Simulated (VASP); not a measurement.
Set up this calculation in VASP 6.6.1, as the native input.

```yaml
Task: single point
Functional: PBEsol
Potentials_or_basis: VASP PAW PBE potentials, release 64 (Tl_d)
Cutoff: 520 eV
k_mesh: 18 × 18 × 10
Occupations: gaussian, width 0.15 eV
Spin: no spin polarisation
Dipole_correction: no
Further_INCAR_settings: ALGO = Fast; EDIFF = 1e-06; NBANDS = 20
```

The structure of Tl lies in POSCAR:

```
Tl
1.0
    3.7324782250      0.0000000000      0.0000000000
   -1.8662391125      3.2324209619      0.0000000000
    0.0000000000      0.0000000000      5.0830000000
Tl
2
Direct
    0.3333333333      0.6666666667      0.2500000000
    0.6666666667      0.3333333333      0.7500000000
```

This cell differs from its parent crystal: strain +0.080 along x and y, -0.080 along z.

One way to write it, as run:

INCAR

```
PREC = Accurate
ENCUT = 520
EDIFF = 1E-6
ISMEAR = 0
SIGMA = 0.15
LREAL = False
LASPH = True
NELM = 80
ALGO = Fast
ISIF = 2
LWAVE = False
LCHARG = False
GGA = PS
NBANDS = 20
```

KPOINTS

```
regular mesh
0
Gamma
  18 18 10
```

Potentials or basis: VASP PAW PBE potentials, release 64 (Tl_d).

The run is started by

```sh
$ cat potpaw_PBE.64/Tl_d/POTCAR > POTCAR
$ mpirun -np 1 vasp_std > vasp.out
```

Results of the run:

| Property | Result |
| --- | --- |
| Pressure | -1.5 GPa |
| Band gap on the k mesh | zero (band 13 reaches 10.94 eV, above the bottom of band 14 at 3.59 eV) |

Caveat: the cell differs from its parent crystal (strain +0.080 along x and y, -0.080 along z); the PAW data sets were made with another functional, which shifts forces and pressure a little; spin-orbit coupling is left out, which moves the levels of the heavy elements.

Wall time 3.8 min on 1 thread of Oxide Virtual Turin-like Processor, with other jobs on the host, peak memory 0.29 GiB.
